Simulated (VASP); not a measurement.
Write the native input for VASP 6.6.1 that does the following.

```
Task                   : single point
Functional             : PBE
Potentials or basis    : VASP PAW PBE potentials, release 64 (K_sv, Cl)
Cutoff                 : 520 eV
k mesh                 : 6 × 6 × 6
Occupations            : gaussian, width 0.05 eV
Spin                   : no spin polarisation
Dipole correction      : no
Further INCAR settings : ALGO = Normal; EDIFF = 1e-07; NBANDS = 24
```

The structure of KCl lies in POSCAR:

```
KCl
1.0
    0.0000000000     -3.1897839381     -3.1897839381
   -3.1897839381      0.0000000000     -3.1897839381
    3.1897839381      3.1897839381     -6.3795678762
K Cl
2 2
Direct
    0.0088045753     -0.0029348584     -0.0029348584
    0.5088045753      0.4970651416      0.4970651416
    0.7402893109      0.7532368964      0.7532368964
    0.2402893109      0.2532368964      0.2532368964
```

This cell differs from its parent crystal: mode 4 frozen in at +0.000 Å and mode 9 at -0.041 Å (largest displacements).

These files were run (other wordings do the same):

INCAR

```
SYSTEM = KCl
ALGO = Normal
EDIFF = 1E-7
ENCUT = 520
GGA = PE
ISIF = 2
ISMEAR = 0
LASPH = .TRUE.
LCHARG = .FALSE.
LREAL = .FALSE.
LWAVE = .FALSE.
NBANDS = 24
NELM = 80
PREC = Accurate
SIGMA = 0.05
```

KPOINTS

```
k-points
0
G
  6 6 6
  0 0 0
```

Potentials or basis: VASP PAW PBE potentials, release 64 (K_sv, Cl).

Run with:

```bash
$ cat potpaw_PBE.64/K_sv/POTCAR potpaw_PBE.64/Cl/POTCAR > POTCAR
$ mpirun -np 1 vasp_std > vasp.out
```

It gave:

```
Pressure               : 0.1 GPa
Largest force          : 0.089 eV/Å
Band gap on the k mesh : 5.05 eV
```

Caveat: the cell differs from its parent crystal (mode 4 frozen in at +0.000 Å and mode 9 at -0.041 Å (largest displacements)).

It took 2.2 min on 1 thread of Intel(R) Xeon(R) 6975P-C (Granite Rapids), on a shared host, peak memory 0.36 GiB.
